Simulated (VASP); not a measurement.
Crystal: HfC (zincblende type).

```xyz
2
Lattice="0.0000 2.4925 2.4925 2.4925 0.0000 2.4925 2.4925 2.4925 0.0000" Properties=species:S:1:pos:R:3 pbc="T T T"
Hf    0.0000    0.0000    0.0000
C     1.2463    1.2463    1.2463
```

```yaml
Program: VASP 6.6.1
Task: relaxation of cell and atoms
Functional: PBE
Potentials_or_basis: VASP PAW PBE potentials, release 64 (Hf_pv, C)
Cutoff: 600 eV
k_mesh: 11 × 11 × 11
Occupations: fermi-dirac, width 0.08 eV
Spin: no spin polarisation
```

At the start: pressure 5.5 GPa; volume 15.49 Å³/atom.

Task: Where does the relaxation end?

Result: Over 3 steps the energy falls by 8.6 meV/atom and the volume is 16.00 Å³/atom (+3.3 %); space group F-43m (No. 216, to 0.05 Å).

The path:
```tsv
step	energy change (eV)	largest force (eV/Å)	pressure (GPa)	volume (Å³)
1	0.0000	0.0000	5.51	30.97
2	0.0122	0.0000	-6.36	33.42
3	-0.0171	0.0000	-0.05	32.01
```

Final structure:
```
CELL_PARAMETERS angstrom
0.00000 2.51998 2.51998
2.51998 0.00000 2.51998
2.51998 2.51998 0.00000
ATOMIC_POSITIONS crystal
Hf 0.00000 0.00000 0.00000
C 0.25000 0.25000 0.25000
```
